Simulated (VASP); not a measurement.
Here is a VASP 6.6.1 calculation.

File INCAR:

```
SYSTEM = Y
PREC = Accurate
ENCUT = 520
EDIFF = 1E-6
ISMEAR = -1
SIGMA = 0.08
LREAL = .False.
LASPH = .True.
NELM = 80
ALGO = Normal
ISIF = 2
LWAVE = .False.
LCHARG = .True.
GGA = PE
LELF = .True.
LVHAR = .True.
NBANDS = 12
```

Contents of KPOINTS:

```
Automatic mesh
0
Gamma
  14 14 14
  0 0 0
```

The input POSCAR:

```
Y
1.0
    0.0000000000      2.0108702594      2.0108702594
    2.0108702594      0.0000000000      2.0108702594
    2.0108702594      2.0108702594      0.0000000000
Y
1
Direct
    0.0000000000      0.0000000000      0.0000000000
```

Potentials or basis: VASP PAW PBE potentials, release 64 (Y_sv).

Command:

```sh
$ cat potpaw_PBE.64/Y_sv/POTCAR > POTCAR
$ mpirun -np 1 vasp_std > vasp.out
```

Q: Predict the pressure.

A: 75.6 GPa.

Q: What does it give for the band gap on the k mesh?

A: Zero (an odd number of electrons rules out a gap without spin polarisation).

Caveat: the cell stands under pressure.
